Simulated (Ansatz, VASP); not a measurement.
## One calculation of Ag, two programs

```xyz
2
Lattice="3.0489 0.0000 0.0000 -1.5244 2.6404 0.0000 0.0000 0.0000 4.5105" Properties=species:S:1:pos:R:3 pbc="T T T"
Ag    0.0000    1.7603    1.1276
Ag    1.5244    0.8801    3.3828
```

Change from the starting cell: strain +0.050 along x and y, -0.050 along z, atoms carried along.

Alike in both runs: task single point; functional r2SCAN; k mesh 24 × 24 × 14; occupations gaussian, width 0.15 eV; no spin polarisation.

```csv
,VASP,Ansatz
version,VASP 6.6.1,Ansatz 0.2.0
potentials or method,"VASP PAW PBE potentials, release 64 (Ag), cutoff 520 eV","scalar-relativistic, plane waves, PAW"
valence electrons in the cell,22,38
```

Ansatz gave:

```
gap on the k mesh at the Fermi level (eV)                     : none
pressure (GPa)                                                : -3.2
traceless stress, the component that is largest in VASP (GPa) : 4.31
```

Which values does VASP return?

gap on the k mesh at the Fermi level (eV): none; pressure (GPa): -3.1; traceless stress, the component that is largest in VASP (GPa): 4.38.

VASP's potentials were made for PBE, not for r2SCAN. A gap of «none» marks a metal or a gap that the smearing closes. VASP's potentials hold 22 valence electrons a cell and Ansatz's 38, so a difference there can come from the potentials and not from the codes.
